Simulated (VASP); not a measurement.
# As (Fm-3m) in VASP: a series of runs, part 2 of 2

VASP 6.6.1.

### Step 4. Density of states, PBE

This run uses another cell than the first one, of 19.33 Å³/atom, 2.326 times its volume.

File POSCAR:

```
As
1.0
    0.0000000000      2.1301445538      2.1301445538
    2.1301445538      0.0000000000      2.1301445538
    2.1301445538      2.1301445538      0.0000000000
As
1
Direct
    0.0000000000      0.0000000000      0.0000000000
```

File INCAR.step1:

```
SYSTEM = As
  PREC = Accurate
  ENCUT = 520
  EDIFF = 1E-7
  ISMEAR = -1
  SIGMA = 0.05
  LREAL = .False.
  LASPH = .True.
  NELM = 80
  ALGO = Normal
  ISIF = 2
  LWAVE = .False.
  LCHARG = .True.
  GGA = PE
  NBANDS = 8
```

File KPOINTS.step1:

```
regular mesh
0
Gamma
  15 15 15
  0 0 0
```

File INCAR.step2:

```
SYSTEM = As
  PREC = Accurate
  ENCUT = 520
  EDIFF = 1E-7
  ISMEAR = -5
  SIGMA = 0.05
  LREAL = .False.
  LASPH = .True.
  NELM = 80
  ALGO = Normal
  ISIF = 2
  LWAVE = .False.
  LCHARG = .False.
  GGA = PE
  LORBIT = 10
  NEDOS = 1001
  ICHARG = 11
```

File KPOINTS.step2:

```
regular mesh
0
Gamma
  23 23 23
  0 0 0
```

Potentials or basis: VASP PAW PBE potentials, release 64 (As).

On the command line:

```
$ cat potpaw_PBE.64/As/POTCAR > POTCAR
$ cp INCAR.step1 INCAR
$ cp KPOINTS.step1 KPOINTS
$ mpirun -np 1 vasp_std > vasp.out
$ cp INCAR.step2 INCAR
$ cp KPOINTS.step2 KPOINTS
$ mpirun -np 1 vasp_std > vasp.out
```

OUTCAR:

```text
SYSTEM = As
   PREC = Accurate
   ENCUT = 520
   EDIFF = 1E-7
   ISMEAR = -5
   LREAL = .False.
   LASPH = .True.
   NELM = 80
   ISIF = 2
   GGA = PE
   LORBIT = 10
   ICHARG = 11

 ion  position               nearest neighbor table
   1  0.000  0.000  0.000-

  LATTYP: Found a face centered cubic cell.
 ALAT       =     4.2602891076

  Lattice vectors:

 A1 = (   0.0000000000,   2.1301445538,   2.1301445538)
 A2 = (   2.1301445538,   0.0000000000,   2.1301445538)
 A3 = (   2.1301445538,   2.1301445538,   0.0000000000)

Analysis of symmetry for initial positions (statically):
=====================================================================
 Subroutine PRICEL returns:
 Original cell was already a primitive cell.

 Routine SETGRP: Setting up the symmetry group for a
 face centered cubic supercell.

 Subroutine GETGRP returns: Found 48 space group operations
 (whereof 48 operations were pure point group operations)
 out of a pool of 48 trial point group operations.

The static configuration has the point symmetry O_h .

Analysis of symmetry for dynamics (positions and initial velocities):
=====================================================================
 Subroutine PRICEL returns:
 Original cell was already a primitive cell.

 Routine SETGRP: Setting up the symmetry group for a
 face centered cubic supercell.

 Subroutine GETGRP returns: Found 48 space group operations
 (whereof 48 operations were pure point group operations)
 out of a pool of 48 trial point group operations.

The dynamic configuration has the point symmetry O_h .

 Subroutine INISYM returns: Found 48 space group operations
 (whereof 48 operations are pure point group operations),
 and found     1 'primitive' translations

----------------------------------------------------------------------------------------

                                     Primitive cell

  volume of cell :      19.3311

  direct lattice vectors                    reciprocal lattice vectors
     0.000000000  2.130144554  2.130144554    -0.234725854  0.234725854  0.234725854
     2.130144554  0.000000000  2.130144554     0.234725854 -0.234725854  0.234725854
     2.130144554  2.130144554  0.000000000     0.234725854  0.234725854 -0.234725854

  length of vectors
     3.012479318  3.012479318  3.012479318     0.406557105  0.406557105  0.406557105

  position of ions in fractional coordinates (direct lattice)
     0.000000000  0.000000000  0.000000000

  ion indices of the primitive-cell ions
   primitive index   ion index
                 1           1

----------------------------------------------------------------------------------------

 KPOINTS: regular mesh

Automatic generation of k-mesh.
 Grid dimensions read from file:
 generate k-points for:   23   23   23

 Generating k-lattice:

  Cartesian coordinates                     Fractional coordinates (reciprocal lattice)
    -0.010205472  0.010205472  0.010205472     0.043478261  0.000000000  0.000000000
     0.010205472 -0.010205472  0.010205472     0.000000000  0.043478261  0.000000000
     0.010205472  0.010205472 -0.010205472     0.000000000  0.000000000  0.043478261

  Length of vectors
     0.017676396  0.017676396  0.017676396

  Shift w.r.t. Gamma in fractional coordinates (k-lattice)
     0.000000000  0.000000000  0.000000000

 TETIRR: Found   1662 inequivalent tetrahedra from    73002

 Subroutine IBZKPT returns following result:
 ===========================================

 Found    364 irreducible k-points:

 Following reciprocal coordinates:
            Coordinates               Weight
  0.000000  0.000000  0.000000      1.000000
  0.043478  0.000000  0.000000      8.000000
  0.086957  0.000000  0.000000      8.000000
  0.130435  0.000000  0.000000      8.000000
  0.173913  0.000000  0.000000      8.000000
  0.217391  0.000000  0.000000      8.000000
[... 16 lines left out ...]
  0.478261  0.043478  0.000000     24.000000
 -0.478261  0.043478  0.000000     24.000000
 [... further k-points ...]
   k-points           NKPTS =    364   k-points in BZ     NKDIM =    364   number of bands    NBANDS=      6
   number of dos      NEDOS =   1001   number of ions     NIONS =      1
   total plane-waves  NPLWV =  13824
   dimension x,y,z NGX =    24 NGY =   24 NGZ =   24
   dimension x,y,z NGXF=    48 NGYF=   48 NGZF=   48
   ions per type =               1
   NGX,Y,Z   is equivalent  to a cutoff of  13.24, 13.24, 13.24 a.u.
   NGXF,Y,Z  is equivalent  to a cutoff of  26.49, 26.49, 26.49 a.u.
 SYSTEM =  As
   PREC   = accura    normal or accurate (medium, high low for compatibility)
   ISTART =      0    job   : 0-new  1-cont  2-samecut
   ICHARG =     11    charge: 1-file 2-atom 10-const
   ISPIN  =      1    spin polarized calculation?
   LNONCOLLINEAR =      F non collinear calculations
   LSORBIT =      F    spin-orbit coupling
   LASPH  =      T    aspherical Exc in radial PAW
   ENCUT  =  520.0 eV  38.22 Ry    6.18 a.u.   5.60  5.60  5.60*2*pi/ulx,y,z
   NELM   =     80;   NELMIN=  2; NELMDL=  0     # of ELM steps
   EDIFF  = 0.1E-06   stopping-criterion for ELM
   LREAL  =      F    real-space projection
   EDIFFG = 0.1E-05   stopping-criterion for IOM
   NSW    =      0    number of steps for IOM
   IBRION =     -1    ionic relax: 0-MD 1-quasi-New 2-CG
   NFREE  =      0    steps in history (QN), initial steepest desc. (CG)
   ISIF   =      2    stress and relaxation
   ISYM   =      2    0-nonsym 1-usesym 2-fastsym
   POTIM  = 0.5000    time-step for ionic-motion
   TEBEG  =    0.0;   TEEND  =   0.0 temperature during run
   PSTRESS=    0.0 pullay stress
   NELECT =       5.0000    total number of electrons
   NUPDOWN=      -1.0000    fix difference up-down
   EMIN   =  10.00;   EMAX   =-10.00  energy-range for DOS
   EFERMI =   0.00;   METHOD = LEGACY
   ISMEAR =    -5;   SIGMA  =   0.05  broadening in eV -4-tet -1-fermi 0-gaus
   EFERMI_NEDOS =   21; number of points for ismear=-14 and -15
   IALGO  =     38    algorithm
   IMIX   =      4    mixing-type and parameters
     AMIX     =   0.40;   BMIX     =  1.00
     AMIX_MAG =   1.60;   BMIX_MAG =  1.00
  volume/ion in A,a.u.               =      19.33       130.45
  Fermi-wavevector in a.u.,A,eV,Ry     =   1.043068  1.971112 14.803001  1.087990
  Thomas-Fermi vector in A             =   2.177760
   LORBIT       =     10    0 simple, 1 ext, 2 COOP (PROOUT), +10 PAW based schemes
   GGA     = PE    functional components
   LHFCALC =     F    Hartree Fock is set to
   AEXX    =    0.0000 exact exchange contribution
   IVDW    =     0    specifies the selected vdW correction
   LEPSILON=     F    determine dielectric tensor
   LRPA    =     F    only Hartree local field effects (RPA)
 non-spin polarized calculation
 Fermi weights with tetrahedron method with Bloechl corrections
  energy-cutoff  :      520.00
  volume of cell :       19.33
 maximum number of plane-waves:       534

 number of electron       5.0000001 magnetization

 Free energy of the ion-electron system (eV)
  ---------------------------------------------------
  ext. energy  EPLUGINS =         0.00000000
  ---------------------------------------------------
  free energy    TOTEN  =        -4.12791006 eV

  energy without entropy =       -4.12791006  energy(sigma->0) =       -4.12791006

 E-fermi :   6.4135     XC(G=0): -10.7109

 val. band max:        6.4961402901   @ k =   0.3043   0.2609   0.0435
 cond. band min:       6.3141785217   @ k =  -0.4783   0.4348   0.0870
 fundamental gap:     -0.1819617684
 Fermi energy:         6.4135231422

 k-point     1 :       0.0000    0.0000    0.0000
  band No.  band energies     occupation
      1      -8.6398      2.00000
      2      12.0185      0.00000
      3      12.0185      0.00000
      4      12.0185      0.00000
      5      18.6733      0.00000
      6      18.6733      0.00000

 k-point     2 :       0.0435    0.0000    0.0000
  band No.  band energies     occupation
      1      -8.5960      2.00000
      2      11.6351      0.00000
      3      11.9679      0.00000
      4      11.9679      0.00000
      5      18.4365      0.00000
      6      18.7712      0.00000
[... 181 lines left out ...]
 k-point    23 :       0.4783    0.0435    0.0000
  band No.  band energies     occupation
      1      -4.4389      2.00000
      2      -0.0185      2.00000
      3      10.0706      0.00000
      4      10.1926      0.00000
      5      16.2616      0.00000
      6      17.2333      0.00000

 k-point    24 :      -0.4783    0.0435    0.0000
  band No.  band energies     occupation
      1      -4.2937      2.00000
      2      -0.2210      2.00000
      3       9.9737      0.00000
      4      10.2616      0.00000
      5      16.2749      0.00000
      6      17.2405      0.00000

 [... further k-points ...]
[... 5 lines left out ...]
  --------------------------------------------------------------------------------------
  -------------------------------------------------------------------------------------
  Total        0.0103990      0.0103990      0.0103990      0.0000000      0.0000000     -0.0000000
  in kB        0.8618766      0.8618766      0.8618766      0.0000000      0.0000000     -0.0000000
  external PRESSURE =       0.8618766 kB  Pullay stress =       0.0000000 kB

 VOLUME and BASIS-vectors are now :
 -----------------------------------------------------------------------------
  energy-cutoff  :      520.00
  volume of cell :       19.33
      direct lattice vectors                 reciprocal lattice vectors
     0.000000000  2.130144554  2.130144554    -0.234725854  0.234725854  0.234725854
     2.130144554  0.000000000  2.130144554     0.234725854 -0.234725854  0.234725854
     2.130144554  2.130144554  0.000000000     0.234725854  0.234725854 -0.234725854

 POSITION                                       TOTAL-FORCE (eV/Angst)
 -----------------------------------------------------------------------------------
      0.00000      0.00000      0.00000        -0.000000     -0.000000     -0.000000
 -----------------------------------------------------------------------------------
    total drift:                               -0.000000     -0.000000      0.000000

  FREE ENERGIE OF THE ION-ELECTRON SYSTEM (eV)
  ---------------------------------------------------
  free  energy   TOTEN  =        -4.1279100569 eV

  energy  without entropy=       -4.1279100569  energy(sigma->0) =       -4.12791006

 total charge

# of ion       s       p       d       tot
------------------------------------------
    1        1.352   1.196   0.049   2.597
```

Wall time 17 s (1 thread of Intel Xeon Platinum 8488C (Sapphire Rapids), shared host); peak memory 0.17 GiB.

What came out:

```
Valence electrons inside the program's atomic spheres : As 2.60
```

Caveat: tetrahedron occupations give inexact forces and stress in metals.

### Step 5. Density of states, PBE

This run uses another cell than the first one, of 19.33 Å³/atom, 2.326 times its volume.

POSCAR is that of step 4.

File INCAR.step1:

```
  ALGO = Normal
  EDIFF = 1E-7
  ENCUT = 520
  GGA = PE
  ISIF = 2
  ISMEAR = -1
  LASPH = T
  LCHARG = T
  LREAL = F
  LWAVE = F
  NBANDS = 8
  NELM = 100
  PREC = Accurate
  SIGMA = 0.05
```

File KPOINTS.step1:

```
k-points
0
Gamma
  15 15 15
```

File INCAR.step2:

```
  ALGO = Normal
  EDIFF = 1E-7
  ENCUT = 520
  GGA = PE
  ICHARG = 11
  ISIF = 2
  ISMEAR = -5
  LASPH = T
  LCHARG = F
  LORBIT = 11
  LREAL = F
  LWAVE = F
  NEDOS = 2001
  NELM = 100
  PREC = Accurate
  SIGMA = 0.05
```

File KPOINTS.step2:

```
k-points
0
Gamma
  23 23 23
```

On the command line:

```
$ cat potpaw_PBE.64/As/POTCAR > POTCAR
$ cp INCAR.step1 INCAR
$ cp KPOINTS.step1 KPOINTS
$ mpirun -np 1 vasp_std > vasp.out
$ cp INCAR.step2 INCAR
$ cp KPOINTS.step2 KPOINTS
$ mpirun -np 1 vasp_std > vasp.out
```

Wall time 17 s (1 thread of Intel Xeon Platinum 8488C (Sapphire Rapids), shared host); peak memory 0.17 GiB.

It converged, with:

| Quantity | Value |
| --- | --- |
| Valence electrons inside the program's atomic spheres | As 2.60 |

Levels at points of the mesh, in eV from the Fermi level:
```tsv
k point	band 1	band 2	band 3	band 4	band 5
(0.00, 0.00, 0.00)	-15.05	5.60	5.60	5.60	12.26
```

Caveat: tetrahedron occupations give inexact forces and stress in metals.
